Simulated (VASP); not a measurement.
Write the native input for VASP 6.6.1 that does the following.

```
Task                   : single point
Functional             : PBE
Potentials or basis    : VASP PAW PBE potentials, release 64 (Ti_sv)
Cutoff                 : 520 eV
k mesh                 : 16 × 16 × 16
Occupations            : gaussian, width 0.1 eV
Spin                   : no spin polarisation
Dipole correction      : no
Further INCAR settings : ALGO = Normal; EDIFF = 1e-06; NBANDS = 12
```

The structure of Ti lies in POSCAR:

```
Ti
1.0
    0.0000000000      1.9000394000      2.0827394000
    1.9000394000      0.0000000000      2.0827394000
    1.9000394000      1.9000394000      0.0000000000
Ti
1
Direct
    0.0000000000      0.0000000000      0.0000000000
```

This cell differs from its parent crystal: strained.

One way to write it, as run:

INCAR

```
PREC = Accurate ; ENCUT = 520
EDIFF = 1E-6 ; ISMEAR = 0
SIGMA = 0.1 ; LREAL = False
LASPH = True ; NELM = 100
ALGO = Normal ; ISIF = 2
LWAVE = False ; LCHARG = False
GGA = PE ; NBANDS = 12
```

KPOINTS

```
regular mesh
0
Gamma
  16 16 16
```

Potentials or basis: VASP PAW PBE potentials, release 64 (Ti_sv).

The run is started by

```bash
$ cat potpaw_PBE.64/Ti_sv/POTCAR > POTCAR
$ mpirun -np 1 vasp_std > vasp.out
```

Results of the run:

| Quantity | Value |
| --- | --- |
| Pressure | 19.1 GPa |
| Band gap on the k mesh | zero (band 6 reaches 10.48 eV, above the bottom of band 7 at 9.16 eV) |

Caveat: the cell differs from its parent crystal (strained).

It took 31 s on 1 thread of AMD EPYC 9R45 96-Core Processor (Zen 5), with other jobs on the host, peak memory 0.15 GiB.
